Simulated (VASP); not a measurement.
# AlCo (P4/mmm) in VASP: further runs

AlCo is run at these levels: PBEsol; tasks: single point.

Program: VASP 6.6.1. These are calculated values, not measurements. Logs are shortened: lines on timing, memory, paths and dates and some standing lists are left out, and cuts for length are marked.

### 1 The cell of the first run

The structure is tetragonal, space group P4/mmm (No. 123). Conventional cell: a = 2.819 Å, b = 2.819 Å, c = 2.777 Å, α = 90.00°, β = 90.00°, γ = 90.00°. Al (site symmetry 4/mmm) has 8 Co at 2.43 Å and 6 Al at 2.78 to 2.82 Å within 3.2 Å. Within 3.2 Å of Co (site symmetry 4/mmm) lie 8 Al at 2.43 Å and 6 Co at 2.78 to 2.82 Å.

### 2 Single point, PBEsol (strain +0.000 along x and y, -0.015 along z)

Input file INCAR:

```
SYSTEM = AlCo
PREC = Accurate
ENCUT = 520
EDIFF = 1E-6
ISMEAR = 0
SIGMA = 0.15
LREAL = .FALSE.
LASPH = .TRUE.
NELM = 80
ALGO = Fast
ISIF = 2
LWAVE = .FALSE.
LCHARG = .FALSE.
GGA = PS
NBANDS = 13
```

Input file KPOINTS:

```
regular mesh
0
G
  16 16 16
  0 0 0
```

Input file POSCAR:

```
AlCo
1.0
    2.8194032100      0.0000000000      0.0000000000
    0.0000000000      2.8194032100      0.0000000000
    0.0000000000      0.0000000000      2.7771121618
Al Co
1 1
Direct
    0.0000000000      0.0000000000      0.0000000000
    0.5000000000      0.5000000000      0.5000000000
```

Potentials or basis: VASP PAW PBE potentials, release 64 (Al, Co).

Started as:

```console
cat potpaw_PBE.64/Al/POTCAR potpaw_PBE.64/Co/POTCAR > POTCAR
mpirun -np 1 vasp_std > vasp.out
```

OUTCAR:

```text
SYSTEM = AlCo
   PREC = Accurate
   ENCUT = 520
   EDIFF = 1E-6
   ISMEAR = 0
   LREAL = .FALSE.
   LASPH = .TRUE.
   NELM = 80
   ISIF = 2
   GGA = PS

 ion  position               nearest neighbor table
   1  0.000  0.000  0.000-   2 2.43   2 2.43   2 2.43   2 2.43   2 2.43   2 2.43   2 2.43   2 2.43

   2  0.500  0.500  0.500-   1 2.43   1 2.43   1 2.43   1 2.43   1 2.43   1 2.43   1 2.43   1 2.43

  LATTYP: Found a simple tetragonal cell.
 ALAT       =     2.8194032100
 C/A-ratio  =     0.9850000000

  Lattice vectors:

 A1 = (   2.8194032100,   0.0000000000,   0.0000000000)
 A2 = (   0.0000000000,   2.8194032100,   0.0000000000)
 A3 = (   0.0000000000,   0.0000000000,   2.7771121618)

Analysis of symmetry for initial positions (statically):
=====================================================================
 Subroutine PRICEL returns:
 Original cell was already a primitive cell.

 Routine SETGRP: Setting up the symmetry group for a
 simple tetragonal supercell.

 Subroutine GETGRP returns: Found 16 space group operations
 (whereof 16 operations were pure point group operations)
 out of a pool of 16 trial point group operations.

The static configuration has the point symmetry D_4h.

Analysis of symmetry for dynamics (positions and initial velocities):
=====================================================================
 Subroutine PRICEL returns:
 Original cell was already a primitive cell.

 Routine SETGRP: Setting up the symmetry group for a
 simple tetragonal supercell.

 Subroutine GETGRP returns: Found 16 space group operations
 (whereof 16 operations were pure point group operations)
 out of a pool of 16 trial point group operations.

The dynamic configuration has the point symmetry D_4h.

 Subroutine INISYM returns: Found 16 space group operations
 (whereof 16 operations are pure point group operations),
 and found     1 'primitive' translations

----------------------------------------------------------------------------------------

                                     Primitive cell

  volume of cell :      22.0754

  direct lattice vectors                    reciprocal lattice vectors
     2.819403210  0.000000000  0.000000000     0.354684990  0.000000000  0.000000000
     0.000000000  2.819403210  0.000000000     0.000000000  0.354684990  0.000000000
     0.000000000  0.000000000  2.777112162     0.000000000  0.000000000  0.360086285

  length of vectors
     2.819403210  2.819403210  2.777112162     0.354684990  0.354684990  0.360086285

  position of ions in fractional coordinates (direct lattice)
     0.000000000  0.000000000  0.000000000
     0.500000000  0.500000000  0.500000000
[... 85 lines left out ...]
   POTIM  = 0.5000    time-step for ionic-motion
   TEBEG  =    0.0;   TEEND  =   0.0 temperature during run
   PSTRESS=    0.0 pullay stress
   NELECT =      12.0000    total number of electrons
   NUPDOWN=      -1.0000    fix difference up-down
   EMIN   =  10.00;   EMAX   =-10.00  energy-range for DOS
   EFERMI =   0.00;   METHOD = LEGACY
   ISMEAR =     0;   SIGMA  =   0.15  broadening in eV -4-tet -1-fermi 0-gaus
   EFERMI_NEDOS =   21; number of points for ismear=-14 and -15
   IALGO  =     68    algorithm
   IMIX   =      4    mixing-type and parameters
     AMIX     =   0.40;   BMIX     =  1.00
     AMIX_MAG =   1.60;   BMIX_MAG =  1.00
  volume/ion in A,a.u.               =      11.04        74.49
  Fermi-wavevector in a.u.,A,eV,Ry     =   1.336081  2.524826 24.287913  1.785111
  Thomas-Fermi vector in A             =   2.464735
   LORBIT       =      0    0 simple, 1 ext, 2 COOP (PROOUT), +10 PAW based schemes
   GGA     = PS    functional components
   LHFCALC =     F    Hartree Fock is set to
   AEXX    =    0.0000 exact exchange contribution
   IVDW    =     0    specifies the selected vdW correction
   LEPSILON=     F    determine dielectric tensor
   LRPA    =     F    only Hartree local field effects (RPA)
 non-spin polarized calculation
 RMM-DIIS sequential band-by-band and
 Gauss-broadening in eV      SIGMA  =   0.15
  energy-cutoff  :      520.00
  volume of cell :       22.08
 maximum number of plane-waves:       624
 NGX is ok and might be reduce to    24
   NGX = 11   NGY = 11   NGZ = 11

 number of electron      11.9999999 magnetization

 Free energy of the ion-electron system (eV)
  ---------------------------------------------------
  ext. energy  EPLUGINS =         0.00000000
  ---------------------------------------------------
  free energy    TOTEN  =       -13.07856218 eV

  energy without entropy =      -13.06932190  energy(sigma->0) =      -13.07394204

 E-fermi :  11.0791     XC(G=0): -12.6189

 val. band max:       11.0774088832   @ k =   0.3750   0.3750   0.4375
 cond. band min:      11.0850354555   @ k =   0.5000   0.1875   0.4375
 fundamental gap:      0.0076265723
 Fermi energy:        11.0791430986

 k-point     1 :       0.0000    0.0000    0.0000
  band No.  band energies     occupation
      1      -0.2991      2.00000
      2       7.8773      2.00000
      3       7.9065      2.00000
      4      10.1796      2.00000
      5      10.2436      2.00000
      6      10.2436      2.00000
      7      17.1112      0.00000
      8      17.1112      0.00000
      9      17.6849      0.00000
     10      19.9920      0.00000
     11      20.0896      0.00000
     12      27.1821      0.00000
     13      33.1065      0.00000
[... 354 lines left out ...]
  band No.  band energies     occupation
      1       4.2669      2.00000
      2       4.5000      2.00000
      3       8.5838      2.00000
      4       9.1303      2.00000
      5       9.3912      2.00000
      6      10.2293      2.00000
      7      11.2250      0.16895
      8      18.5527      0.00000
      9      19.7597      0.00000
     10      22.7751      0.00000
     11      23.2887      0.00000
     12      23.6305      0.00000
     13      28.1829      0.00000

 [... further k-points ...]
[... 5 lines left out ...]
  --------------------------------------------------------------------------------------
  -------------------------------------------------------------------------------------
  Total        0.3598674      0.3598674      0.7783571      0.0000000      0.0000000      0.0000000
  in kB       26.1183246     26.1183246     56.4913119      0.0000000      0.0000000      0.0000000
  external PRESSURE =      36.2426537 kB  Pullay stress =       0.0000000 kB

 VOLUME and BASIS-vectors are now :
 -----------------------------------------------------------------------------
  energy-cutoff  :      520.00
  volume of cell :       22.08
      direct lattice vectors                 reciprocal lattice vectors
     2.819403210  0.000000000  0.000000000     0.354684990  0.000000000  0.000000000
     0.000000000  2.819403210  0.000000000     0.000000000  0.354684990  0.000000000
     0.000000000  0.000000000  2.777112162     0.000000000  0.000000000  0.360086285

 POSITION                                       TOTAL-FORCE (eV/Angst)
 -----------------------------------------------------------------------------------
      0.00000      0.00000      0.00000         0.000000      0.000000      0.000000
      1.40970      1.40970      1.38856         0.000000      0.000000      0.000000
 -----------------------------------------------------------------------------------
    total drift:                                0.000000     -0.000000     -0.000000

  FREE ENERGIE OF THE ION-ELECTRON SYSTEM (eV)
  ---------------------------------------------------
  free  energy   TOTEN  =       -13.0785621799 eV

  energy  without entropy=      -13.0693219000  energy(sigma->0) =      -13.07394204
```

OSZICAR:

```text
N       E                     dE             d eps       ncg     rms          rms(c)
DAV:   1     0.362085422252E+02    0.36209E+02   -0.52419E+03 10644   0.982E+02
DAV:   2    -0.133012804121E+02   -0.49510E+02   -0.45102E+02 11060   0.175E+02
DAV:   3    -0.149815765719E+02   -0.16803E+01   -0.16684E+01 12744   0.372E+01
DAV:   4    -0.150063182055E+02   -0.24742E-01   -0.24735E-01 12287   0.408E+00
DAV:   5    -0.150071431651E+02   -0.82496E-03   -0.82494E-03 13255   0.820E-01    0.137E+01
RMM:   6    -0.176868378488E+02   -0.26797E+01   -0.17252E+01 12528   0.538E+01    0.184E+01
RMM:   7    -0.131180103570E+02    0.45688E+01   -0.50689E+00 11320   0.280E+01    0.278E+00
RMM:   8    -0.130919473713E+02    0.26063E-01   -0.34374E-02 11781   0.150E+00    0.117E+00
RMM:   9    -0.130992354902E+02   -0.72881E-02   -0.47843E-02 12820   0.197E+00    0.128E+00
RMM:  10    -0.130785234034E+02    0.20712E-01   -0.19896E-02 12361   0.190E+00    0.149E-01
RMM:  11    -0.130787211362E+02   -0.19773E-03   -0.12453E-03 13998   0.238E-01    0.147E-01
RMM:  12    -0.130785551367E+02    0.16600E-03   -0.36340E-04 14674   0.170E-01    0.276E-02
RMM:  13    -0.130785666486E+02   -0.11512E-04   -0.10059E-04 14013   0.657E-02    0.391E-02
RMM:  14    -0.130785613259E+02    0.53227E-05   -0.17828E-05 14556   0.388E-02    0.797E-03
RMM:  15    -0.130785626399E+02   -0.13140E-05   -0.68691E-06 12386   0.173E-02    0.116E-02
RMM:  16    -0.130785621799E+02    0.46006E-06   -0.82650E-07  7472   0.782E-03
   1 F= -.13078562E+02 E0= -.13073942E+02  d E =-.924028E-02
```

stdout:

```text
POSCAR found type information on POSCAR AlCo
 POSCAR found :  2 types and       2 ions
 scaLAPACK will be used
 -----------------------------------------------------------------------------
|                                                                             |
|                                                                             |
|     You enforced a specific xc type in the INCAR file but a different       |
|     I HOPE YOU KNOW WHAT YOU ARE DOING!                                     |
|                                                                             |
 -----------------------------------------------------------------------------

 LDA part: xc-table for (Slater+PW92), standard interpolation
 POSCAR, INCAR and KPOINTS ok, starting setup
 FFT: planning ... GRIDC
 FFT: planning ... GRID_SOFT
 FFT: planning ... GRID
 WAVECAR not read
 entering main loop
WARNING in EDDRMM: call to ZHEGV failed, returncode =   8  4     13
```

Wall time 2.3 min (1 thread of Intel Xeon 8259CL, shared host); peak memory 0.25 GiB.

Results:

```yaml
Free_energy: -13.0786 eV
Pressure: 3.6 GPa
Band_gap_on_the_k_mesh: zero (bands 6 and 7 overlap by 2.65 eV)
```

Stress tensor (GPa, compression positive):
```
2.61 0.00 0.00
0.00 2.61 0.00
0.00 0.00 5.65
```

Levels at points of the mesh, in eV from the Fermi level:
```tsv
k point	band 4	band 5	band 6	band 7	band 8	band 9
(0.00, 0.00, 0.00)	-0.90	-0.84	-0.84	6.03	6.03	6.61
(0.50, 0.00, 0.00)	-1.83	-1.72	-0.72	0.16	8.48	10.68
(0.50, 0.50, 0.00)	-2.83	-1.52	-1.52	-0.29	2.46	3.70
(0.00, 0.00, 0.50)	-1.82	-1.82	-0.77	0.30	8.49	10.72
(0.50, 0.00, 0.50)	-2.67	-1.61	-1.60	-0.24	2.61	3.85
(0.50, 0.50, 0.50)	-0.24	-0.18	2.36	2.36	2.42	4.61
```

Caveat: the cell differs from its parent crystal (strain +0.000 along x and y, -0.015 along z); the cell stands under pressure; the PAW data sets were made with another functional, which shifts forces and pressure a little; the run has no spin polarisation, though such a crystal can be magnetic. Spin polarisation is off, so any magnetic state and its effect on volume and gap are missing.

### 3 Single point, PBEsol (strain -0.015 along x and y, +0.015 along z)

Input file INCAR:

```
SYSTEM = AlCo
ALGO     = Normal         ! electronic algorithm
EDIFF    = 1E-6           ! SCF threshold, eV
ENCUT    = 520            ! plane-wave cutoff, eV
GGA      = PS             ! functional
ISIF     = 2              ! what is computed and relaxed
ISMEAR   = 0              ! smearing method
LASPH    = .TRUE.         ! aspherical terms in the spheres
LCHARG   = .TRUE.         ! write CHGCAR
LELF     = .TRUE.         ! ELF
LREAL    = .FALSE.        ! projectors in reciprocal space
LVHAR    = .TRUE.       
LWAVE    = .FALSE.        ! write WAVECAR
NBANDS   = 13             ! bands
NELM     = 60             ! most SCF steps
PREC     = Accurate       ! precision mode
SIGMA    = 0.15           ! smearing width, eV
```

Input file KPOINTS:

```
k-points
0
G
  16 16 16
  0 0 0
```

Input file POSCAR:

```
AlCo
1.0
    2.7771121618      0.0000000000      0.0000000000
    0.0000000000      2.7771121618      0.0000000000
    0.0000000000      0.0000000000      2.8616942581
Al Co
1 1
Direct
    0.0000000000      0.0000000000      0.0000000000
    0.5000000000      0.5000000000      0.5000000000
```

Potentials or basis: VASP PAW PBE potentials, release 64 (Al, Co).

Started as:

```console
cat potpaw_PBE.64/Al/POTCAR potpaw_PBE.64/Co/POTCAR > POTCAR
mpirun -np 1 vasp_std > vasp.out
```

Run time: 2.5 min. Hardware: 1 thread of Intel Xeon 8259CL, shared host; peak memory 0.24 GiB.

It converged, with:

```
Free energy            : -13.0738 eV
Pressure               : 4.1 GPa
Band gap on the k mesh : zero (bands 6 and 7 overlap by 2.60 eV)
```

Stress tensor (GPa, compression positive):
```
5.60 0.00 0.00
0.00 5.60 0.00
0.00 0.00 0.98
```

Levels at points of the mesh, in eV from the Fermi level:
```csv
k point,band 2,band 3,band 4,band 5,band 6,band 7,band 8,band 9,band 10,band 11
"(0.00, 0.00, 0.00)",-3.19,-3.14,-0.87,-0.87,-0.75,5.51,6.63,6.63,8.85,9.09
"(0.50, 0.00, 0.00)",-6.77,-2.51,-1.92,-1.69,-0.74,0.33,8.49,10.24,11.27,11.75
"(0.50, 0.50, 0.00)",-3.19,-2.59,-2.59,-1.67,-1.67,-0.16,2.78,4.02,12.85,15.79
"(0.00, 0.00, 0.50)",-6.91,-2.57,-1.70,-1.70,-0.65,0.04,8.52,11.18,11.18,12.31
"(0.50, 0.00, 0.50)",-3.26,-2.89,-2.71,-1.51,-1.48,-0.27,2.50,3.73,13.63,16.35
"(0.50, 0.50, 0.50)",-4.11,-4.11,-0.24,-0.13,2.33,2.45,2.45,4.64,5.55,5.55
```

Caveat: the cell differs from its parent crystal (strain -0.015 along x and y, +0.015 along z); the cell stands under pressure; the PAW data sets were made with another functional, which shifts forces and pressure a little; the run has no spin polarisation, though such a crystal can be magnetic.
